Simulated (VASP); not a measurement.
# Os4C (Fd-3m) in VASP: a series of runs

The runs below take Os4C through single point, with PBE.

All numbers are computed with VASP 6.6.1; they aren't measurements. Logs are shortened: lines on timing, memory, paths and dates and some standing lists are left out, and cuts for length are marked.

## 1. The cell of the first run

Symmetry: Fd-3m, No. 227, cubic system. Conventional cell: a = 8.167 Å, b = 8.167 Å, c = 8.167 Å, α = 90.00°, β = 90.00°, γ = 90.00°. Within 2.6 Å of Os (site symmetry 3m) lie 1 C at 1.95 Å and 3 Os at 2.59 Å. Within 2.6 Å of C (site symmetry -43m) lie 4 Os at 1.95 Å.

The cell was built from a structure type or drawn by symmetry, and may not be a known phase.

## 2. Single point, PBE

Contents of INCAR:

```
SYSTEM = Os4C
ALGO = Normal
EDIFF = 1E-6
ENCUT = 600
GGA = PE
GGA_COMPAT = .FALSE.
ISIF = 2
ISMEAR = 0
LASPH = .TRUE.
LCHARG = .FALSE.
LREAL = .FALSE.
LWAVE = .FALSE.
NBANDS = 79
NELM = 120
PREC = Accurate
SIGMA = 0.1
```

Contents of KPOINTS:

```
k-points
0
G
  4 4 4
  0 0 0
```

Contents of POSCAR:

```
Os4C
1.0
    0.0000000000      4.0832968867      4.0832968867
    4.0832968867      0.0000000000      4.0832968867
    4.0832968867      4.0832968867      0.0000000000
Os C
8 2
Direct
    0.3878453985      0.3878453985      0.3878453985
    0.3878453985      0.3878453985      0.8364638045
    0.3878453985      0.8364638045      0.3878453985
    0.8621546015      0.8621546015      0.4135361955
    0.8621546015      0.8621546015      0.8621546015
    0.8364638045      0.3878453985      0.3878453985
    0.8621546015      0.4135361955      0.8621546015
    0.4135361955      0.8621546015      0.8621546015
    0.0000000000      0.0000000000      0.0000000000
    0.2500000000      0.2500000000      0.2500000000
```

Potentials or basis: VASP PAW PBE potentials, release 64 (Os_sv_GW, C).

Launch:

```
$ cat potpaw_PBE.64/Os_sv_GW/POTCAR potpaw_PBE.64/C/POTCAR > POTCAR
$ mpirun -np 1 vasp_std > vasp.out
```

OUTCAR:

```text
SYSTEM = Os4C
   EDIFF = 1E-6
   ENCUT = 600
   GGA = PE
   ISIF = 2
   ISMEAR = 0
   LASPH = .TRUE.
   LREAL = .FALSE.
   NELM = 120
   PREC = Accurate

 ion  position               nearest neighbor table
   1  0.388  0.388  0.388-  10 1.95   3 2.59   6 2.59   2 2.59   7 2.89   8 2.89   4 2.89   8 2.89
                             4 2.89   7 2.89   2 3.18   6 3.18   3 3.18
   2  0.388  0.388  0.836-  10 1.95   3 2.59   6 2.59   1 2.59   8 2.89   7 2.89   5 2.89   5 2.89
                             8 2.89   7 2.89   6 3.18   1 3.18   3 3.18
   3  0.388  0.836  0.388-  10 1.95   2 2.59   6 2.59   1 2.59   4 2.89   8 2.89   5 2.89   5 2.89
                             4 2.89   8 2.89   6 3.18   1 3.18   2 3.18
   4  0.862  0.862  0.414-   9 1.95   7 2.59   8 2.59   5 2.59   3 2.89   6 2.89   1 2.89   1 2.89
                             6 2.89   3 2.89   8 3.18   7 3.18   5 3.18
   5  0.862  0.862  0.862-   9 1.95   7 2.59   8 2.59   4 2.59   3 2.89   6 2.89   2 2.89   3 2.89
                             2 2.89   6 2.89   4 3.18   7 3.18   8 3.18
   6  0.836  0.388  0.388-  10 1.95   2 2.59   3 2.59   1 2.59   4 2.89   7 2.89   5 2.89   5 2.89
                             4 2.89   7 2.89   2 3.18   3 3.18   1 3.18
   7  0.862  0.414  0.862-   9 1.95   5 2.59   8 2.59   4 2.59   2 2.89   6 2.89   1 2.89   1 2.89
                             2 2.89   6 2.89   8 3.18   4 3.18   5 3.18
   8  0.414  0.862  0.862-   9 1.95   5 2.59   7 2.59   4 2.59   2 2.89   3 2.89   1 2.89   1 2.89
                             2 2.89   3 2.89   7 3.18   4 3.18   5 3.18
   9  0.000  0.000  0.000-   5 1.95   7 1.95   8 1.95   4 1.95
  10  0.250  0.250  0.250-   1 1.95   3 1.95   6 1.95   2 1.95

  LATTYP: Found a face centered cubic cell.
 ALAT       =     8.1665937734

  Lattice vectors:

 A1 = (   0.0000000000,   4.0832968867,   4.0832968867)
 A2 = (   4.0832968867,   0.0000000000,   4.0832968867)
 A3 = (   4.0832968867,   4.0832968867,   0.0000000000)

Analysis of symmetry for initial positions (statically):
=====================================================================
 Subroutine PRICEL returns:
 Original cell was already a primitive cell.

 Routine SETGRP: Setting up the symmetry group for a
 face centered cubic supercell.

 Subroutine GETGRP returns: Found 48 space group operations
 (whereof 24 operations were pure point group operations)
 out of a pool of 48 trial point group operations.

The static configuration has the point symmetry T_d .
 The point group associated with its full space group is O_h .

Analysis of symmetry for dynamics (positions and initial velocities):
=====================================================================
 Subroutine PRICEL returns:
 Original cell was already a primitive cell.

 Routine SETGRP: Setting up the symmetry group for a
 face centered cubic supercell.

 Subroutine GETGRP returns: Found 48 space group operations
 (whereof 24 operations were pure point group operations)
 out of a pool of 48 trial point group operations.

The dynamic configuration has the point symmetry T_d .
 The point group associated with its full space group is O_h .

 Subroutine INISYM returns: Found 48 space group operations
 (whereof 24 operations are pure point group operations),
 and found     1 'primitive' translations

----------------------------------------------------------------------------------------

                                     Primitive cell

  volume of cell :     136.1642

  direct lattice vectors                    reciprocal lattice vectors
     0.000000000  4.083296887  4.083296887    -0.122450073  0.122450073  0.122450073
     4.083296887  0.000000000  4.083296887     0.122450073 -0.122450073  0.122450073
     4.083296887  4.083296887  0.000000000     0.122450073  0.122450073 -0.122450073

  length of vectors
     5.774653836  5.774653836  5.774653836     0.212089747  0.212089747  0.212089747

  position of ions in fractional coordinates (direct lattice)
     0.387845398  0.387845398  0.387845398
     0.387845398  0.387845398  0.836463804
     0.387845398  0.836463804  0.387845398
     0.862154602  0.862154602  0.413536196
     0.862154602  0.862154602  0.862154602
     0.836463804  0.387845398  0.387845398
     0.862154602  0.413536196  0.862154602
     0.413536196  0.862154602  0.862154602
     0.000000000  0.000000000  0.000000000
     0.250000000  0.250000000  0.250000000

  ion indices of the primitive-cell ions
   primitive index   ion index
                 1           1
                 2           2
                 3           3
                 4           4
                 5           5
                 6           6
                 7           7
                 8           8
                 9           9
                10          10

----------------------------------------------------------------------------------------

 KPOINTS: k-points

Automatic generation of k-mesh.
 Grid dimensions read from file:
 generate k-points for:    4    4    4

 Generating k-lattice:

  Cartesian coordinates                     Fractional coordinates (reciprocal lattice)
    -0.030612518  0.030612518  0.030612518     0.250000000  0.000000000  0.000000000
     0.030612518 -0.030612518  0.030612518     0.000000000  0.250000000  0.000000000
     0.030612518  0.030612518 -0.030612518     0.000000000  0.000000000  0.250000000

  Length of vectors
     0.053022437  0.053022437  0.053022437

  Shift w.r.t. Gamma in fractional coordinates (k-lattice)
     0.000000000  0.000000000  0.000000000

 Subroutine IBZKPT returns following result:
 ===========================================

 Found      8 irreducible k-points:

 Following reciprocal coordinates:
            Coordinates               Weight
  0.000000  0.000000  0.000000      1.000000
  0.250000  0.000000  0.000000      8.000000
  0.500000  0.000000  0.000000      4.000000
  0.250000  0.250000  0.000000      6.000000
  0.500000  0.250000  0.000000     24.000000
 -0.250000  0.250000  0.000000     12.000000
  0.500000  0.500000  0.000000      3.000000
 -0.250000  0.500000  0.250000      6.000000
   k-points           NKPTS =      8   k-points in BZ     NKDIM =      8   number of bands    NBANDS=     79
   number of dos      NEDOS =    301   number of ions     NIONS =     10
   total plane-waves  NPLWV = 110592
   dimension x,y,z NGX =    48 NGY =   48 NGZ =   48
   dimension x,y,z NGXF=    96 NGYF=   96 NGZF=   96
   ions per type =               8   2
   NGX,Y,Z   is equivalent  to a cutoff of  13.82, 13.82, 13.82 a.u.
   NGXF,Y,Z  is equivalent  to a cutoff of  27.64, 27.64, 27.64 a.u.
 SYSTEM =  Os4C
   PREC   = accura    normal or accurate (medium, high low for compatibility)
   ISTART =      0    job   : 0-new  1-cont  2-samecut
   ICHARG =      2    charge: 1-file 2-atom 10-const
   ISPIN  =      1    spin polarized calculation?
   LNONCOLLINEAR =      F non collinear calculations
   LSORBIT =      F    spin-orbit coupling
   LASPH  =      T    aspherical Exc in radial PAW
   ENCUT  =  600.0 eV  44.10 Ry    6.64 a.u.  11.53 11.53 11.53*2*pi/ulx,y,z
   NELM   =    120;   NELMIN=  2; NELMDL= -5     # of ELM steps
   EDIFF  = 0.1E-05   stopping-criterion for ELM
   LREAL  =      F    real-space projection
   EDIFFG = 0.1E-04   stopping-criterion for IOM
   NSW    =      0    number of steps for IOM
   IBRION =     -1    ionic relax: 0-MD 1-quasi-New 2-CG
   NFREE  =      0    steps in history (QN), initial steepest desc. (CG)
   ISIF   =      2    stress and relaxation
   ISYM   =      2    0-nonsym 1-usesym 2-fastsym
   POTIM  = 0.5000    time-step for ionic-motion
   TEBEG  =    0.0;   TEEND  =   0.0 temperature during run
   PSTRESS=    0.0 pullay stress
   NELECT =     136.0000    total number of electrons
   NUPDOWN=      -1.0000    fix difference up-down
   EMIN   =  10.00;   EMAX   =-10.00  energy-range for DOS
   EFERMI =   0.00;   METHOD = LEGACY
   ISMEAR =     0;   SIGMA  =   0.10  broadening in eV -4-tet -1-fermi 0-gaus
   EFERMI_NEDOS =   21; number of points for ismear=-14 and -15
   IALGO  =     38    algorithm
   IMIX   =      4    mixing-type and parameters
     AMIX     =   0.40;   BMIX     =  1.00
     AMIX_MAG =   1.60;   BMIX_MAG =  1.00
  volume/ion in A,a.u.               =      13.62        91.89
  Fermi-wavevector in a.u.,A,eV,Ry     =   1.636440  3.092424 36.435545  2.677937
  Thomas-Fermi vector in A             =   2.727746
   LORBIT       =      0    0 simple, 1 ext, 2 COOP (PROOUT), +10 PAW based schemes
   GGA     = PE    functional components
   LHFCALC =     F    Hartree Fock is set to
   AEXX    =    0.0000 exact exchange contribution
   IVDW    =     0    specifies the selected vdW correction
   LEPSILON=     F    determine dielectric tensor
   LRPA    =     F    only Hartree local field effects (RPA)
 non-spin polarized calculation
 Gauss-broadening in eV      SIGMA  =   0.10
  energy-cutoff  :      600.00
  volume of cell :      136.16
 maximum number of plane-waves:      4573
 NGX is ok and might be reduce to    48
   NGX = 23   NGY = 23   NGZ = 23

 number of electron     136.0000003 magnetization

 Free energy of the ion-electron system (eV)
  ---------------------------------------------------
  ext. energy  EPLUGINS =         0.00000000
  ---------------------------------------------------
  free energy    TOTEN  =      -110.63670287 eV

  energy without entropy =     -110.61206853  energy(sigma->0) =     -110.62438570

 E-fermi :  11.4952     XC(G=0): -13.7975

 val. band max:       11.4607357725   @ k =   0.2500   0.0000   0.0000
 cond. band min:      11.5793574372   @ k =  -0.2500   0.2500   0.0000
 fundamental gap:      0.1186216648
 Fermi energy:        11.4951832513

 k-point     1 :       0.0000    0.0000    0.0000
  band No.  band energies     occupation
      1     -74.8637      2.00000
      2     -74.8252      2.00000
      3     -74.7887      2.00000
      4     -74.7887      2.00000
      5     -74.7887      2.00000
      6     -74.7761      2.00000
[... 71 lines left out ...]
     78      13.9394      0.00000
     79      14.1815      0.00000

 k-point     2 :       0.2500    0.0000    0.0000
  band No.  band energies     occupation
      1     -74.8587      2.00000
      2     -74.8279      2.00000
      3     -74.7912      2.00000
      4     -74.7867      2.00000
      5     -74.7867      2.00000
      6     -74.7779      2.00000
[... 71 lines left out ...]
     78      14.2044      0.00000
     79      14.8206      0.00000

 k-point     3 :       0.5000    0.0000    0.0000
  band No.  band energies     occupation
      1     -74.8515      2.00000
      2     -74.8331      2.00000
      3     -74.7934      2.00000
      4     -74.7822      2.00000
      5     -74.7822      2.00000
      6     -74.7822      2.00000
[... 71 lines left out ...]
     78      14.7080      0.00000
     79      15.0610      0.00000

 k-point     4 :       0.2500    0.2500    0.0000
  band No.  band energies     occupation
      1     -74.8568      2.00000
      2     -74.8290      2.00000
      3     -74.7887      2.00000
      4     -74.7887      2.00000
      5     -74.7881      2.00000
      6     -74.7795      2.00000
[... 71 lines left out ...]
     78      13.9899      0.00000
     79      14.1524      0.00000

 k-point     5 :       0.5000    0.2500    0.0000
  band No.  band energies     occupation
      1     -74.8486      2.00000
      2     -74.8351      2.00000
      3     -74.7923      2.00000
      4     -74.7867      2.00000
      5     -74.7843      2.00000
      6     -74.7814      2.00000
[... 71 lines left out ...]
     78      14.1129      0.00000
     79      14.7345      0.00000

 k-point     6 :      -0.2500    0.2500    0.0000
  band No.  band energies     occupation
      1     -74.8520      2.00000
      2     -74.8326      2.00000
      3     -74.7928      2.00000
      4     -74.7868      2.00000
      5     -74.7823      2.00000
      6     -74.7823      2.00000
[... 71 lines left out ...]
     78      14.1808      0.00000
     79      14.7370      0.00000

 k-point     7 :       0.5000    0.5000    0.0000
  band No.  band energies     occupation
      1     -74.8416      2.00000
      2     -74.8416      2.00000
      3     -74.7887      2.00000
      4     -74.7887      2.00000
      5     -74.7853      2.00000
      6     -74.7853      2.00000
[... 71 lines left out ...]
     78      14.1000      0.00000
     79      14.3785      0.00000

 k-point     8 :      -0.2500    0.5000    0.2500
  band No.  band energies     occupation
      1     -74.8414      2.00000
      2     -74.8414      2.00000
      3     -74.7908      2.00000
      4     -74.7908      2.00000
      5     -74.7815      2.00000
      6     -74.7815      2.00000
[... 71 lines left out ...]
     78      14.5767      0.00000
     79      14.7360      0.00000

------------------------ aborting loop because EDIFF is reached ----------------------------------------

  FORCE on cell =-STRESS in cart. coord.  units (eV):
  Direction    XX          YY          ZZ          XY          YZ          ZX
  --------------------------------------------------------------------------------------
  -------------------------------------------------------------------------------------
  Total       -0.4519510     -0.4519510     -0.4519510      0.0000000      0.0000000     -0.0000000
  in kB       -5.3178861     -5.3178861     -5.3178861      0.0000000      0.0000000     -0.0000000
  external PRESSURE =      -5.3178861 kB  Pullay stress =       0.0000000 kB

 VOLUME and BASIS-vectors are now :
 -----------------------------------------------------------------------------
  energy-cutoff  :      600.00
  volume of cell :      136.16
      direct lattice vectors                 reciprocal lattice vectors
     0.000000000  4.083296887  4.083296887    -0.122450073  0.122450073  0.122450073
     4.083296887  0.000000000  4.083296887     0.122450073 -0.122450073  0.122450073
     4.083296887  4.083296887  0.000000000     0.122450073  0.122450073 -0.122450073

 POSITION                                       TOTAL-FORCE (eV/Angst)
 -----------------------------------------------------------------------------------
      3.16738      3.16738      3.16738         0.001014      0.001014      0.001014
      4.99922      4.99922      3.16738        -0.001014     -0.001014      0.001014
      4.99922      3.16738      4.99922        -0.001014      0.001014     -0.001014
      5.20902      5.20902      7.04087         0.001014      0.001014     -0.001014
      7.04087      7.04087      7.04087        -0.001014     -0.001014     -0.001014
      3.16738      4.99922      4.99922         0.001014     -0.001014     -0.001014
      5.20902      7.04087      5.20902         0.001014     -0.001014      0.001014
      7.04087      5.20902      5.20902        -0.001014      0.001014      0.001014
      0.00000      0.00000      0.00000        -0.000000     -0.000000     -0.000000
      2.04165      2.04165      2.04165        -0.000000     -0.000000     -0.000000
 -----------------------------------------------------------------------------------
    total drift:                                0.000000      0.000000      0.000000

  FREE ENERGIE OF THE ION-ELECTRON SYSTEM (eV)
  ---------------------------------------------------
  free  energy   TOTEN  =      -110.6367028748 eV

  energy  without entropy=     -110.6120685263  energy(sigma->0) =     -110.62438570
```

Wall time 2.9 min (1 thread of Intel Xeon Platinum 8259CL at 2.50GHz (Skylake/Cascade Lake), shared host); peak memory 0.35 GiB.

What came out:

```
Free energy            : -110.6367 eV
Pressure               : -0.5 GPa
Band gap on the k mesh : zero (bands 68 and 69 overlap by 1.60 eV)
```

Caveat: spin-orbit coupling is left out, which moves the levels of the heavy elements.

## 3. Single point, PBE

Contents of INCAR:

```
PREC = Accurate ; ENCUT = 520
EDIFF = 1E-7 ; ISMEAR = 0
SIGMA = 0.1 ; LREAL = False
LASPH = True ; NELM = 80
ALGO = Normal ; ISIF = 2
LWAVE = False ; LCHARG = False
GGA = PE ; NBANDS = 47
```

Contents of KPOINTS:

```
Automatic mesh
0
Gamma
  8 8 8
```

Contents of POSCAR:

```
Os4C
1.0
    0.0000000000      4.0844387055      4.0844387055
    4.0844387055      0.0000000000      4.0844387055
    4.0844387055      4.0844387055      0.0000000000
Os C
8 2
Direct
    0.8879194072      0.8879194072      0.8879194072
    0.8879194072      0.8879194072      0.3362417784
    0.8879194072      0.3362417784      0.8879194072
    0.3620805928      0.3620805928      0.9137582216
    0.3620805928      0.3620805928      0.3620805928
    0.3362417784      0.8879194072      0.8879194072
    0.3620805928      0.9137582216      0.3620805928
    0.9137582216      0.3620805928      0.3620805928
    0.5000000000      0.5000000000      0.5000000000
    0.7500000000      0.7500000000      0.7500000000
```

Potentials or basis: VASP PAW PBE potentials, release 64 (Os, C).

Launch:

```
$ cat potpaw_PBE.64/Os/POTCAR potpaw_PBE.64/C/POTCAR > POTCAR
$ mpirun -np 1 vasp_std > vasp.out
```

Run time: 7.4 min. Hardware: 1 thread of Intel Xeon 8259CL, shared host; peak memory 0.4 GiB.

The run converged. Its results:

| Item | Value |
| --- | --- |
| Free energy | -101.4428 eV |
| Pressure | 1.1 GPa |
| Largest force | 0.176 eV/Å |
| Band gap on the k mesh | zero (bands 36 and 37 overlap by 1.60 eV) |

Forces in eV/Å, atoms in the order of the input:
```
Os   0.102  0.102  0.102
Os  -0.102 -0.102  0.102
Os  -0.102  0.102 -0.102
Os   0.102  0.102 -0.102
Os  -0.102 -0.102 -0.102
Os   0.102 -0.102 -0.102
Os   0.102 -0.102  0.102
Os  -0.102  0.102  0.102
C    0.000  0.000  0.000
C    0.000  0.000  0.000
```

Levels at points of the mesh, in eV from the Fermi level:
```tsv
k point	band 32	band 33	band 34	band 35	band 36	band 37	band 38	band 39	band 40	band 41
(0.00, 0.00, 0.00)	-0.19	0.83	0.83	1.08	1.08	1.08	1.55	1.55	1.55	1.59
(0.50, 0.00, 0.00)	-0.87	-0.87	-0.50	-0.31	-0.31	0.14	0.17	1.30	1.30	1.37
(0.50, 0.50, 0.00)	-1.39	-1.16	-1.16	-0.56	-0.56	-0.53	-0.53	0.98	0.98	1.88
```

Caveat: spin-orbit coupling is left out, which moves the levels of the heavy elements.
